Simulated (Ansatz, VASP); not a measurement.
BiSb2O2: VASP beside Ansatz

```
Sb Bi O
1.0
     9.00574    0.00000    0.00000
     0.00000    9.00574    0.00000
     0.00000    0.00000    3.11966
Sb Bi O
4 2 4
Direct
  0.25650 0.75650 0.50000
  0.24350 0.25650 0.50000
  0.74350 0.24350 0.50000
  0.75650 0.74350 0.50000
  0.00000 0.00000 0.00000
  0.50000 0.50000 0.00000
  0.36019 0.86019 0.00000
  0.13981 0.36019 0.00000
  0.63981 0.13981 0.00000
  0.86019 0.63981 0.00000
```

Change from the starting cell: species swapped into the MgSc2Ga2 type (P4/mbm, No. 127).

Alike in both runs: functional PBE; k mesh 2 × 2 × 6; occupations gaussian, width 0.1 eV; no spin polarisation.

Ansatz relaxed the structure, and its values are those at the end. VASP's run is a single point on that final structure, the one shown.

|  | VASP | Ansatz |
| --- | --- | --- |
| version | VASP 6.6.1 | Ansatz 0.2.0 |
| potentials or method | VASP PAW PBE potentials, release 64 (Sb, Bi_d, O), cutoff 520 eV | scalar-relativistic, plane waves, PAW |
| valence electrons in the cell | 74 | 114 |

```tsv
	VASP	Ansatz	Ansatz less VASP
gap on the k mesh at the Fermi level (eV)	none	none	-
pressure (GPa)	0.0	0.1	+0.06
rms of the force components (eV/Å)	0.023	0.004	-0.0191
```

A gap of «none» marks a metal or a gap that the smearing closes. VASP's potentials hold 74 valence electrons a cell and Ansatz's 114, so a difference there can come from the potentials and not from the codes.

Spin-orbit coupling is off throughout.
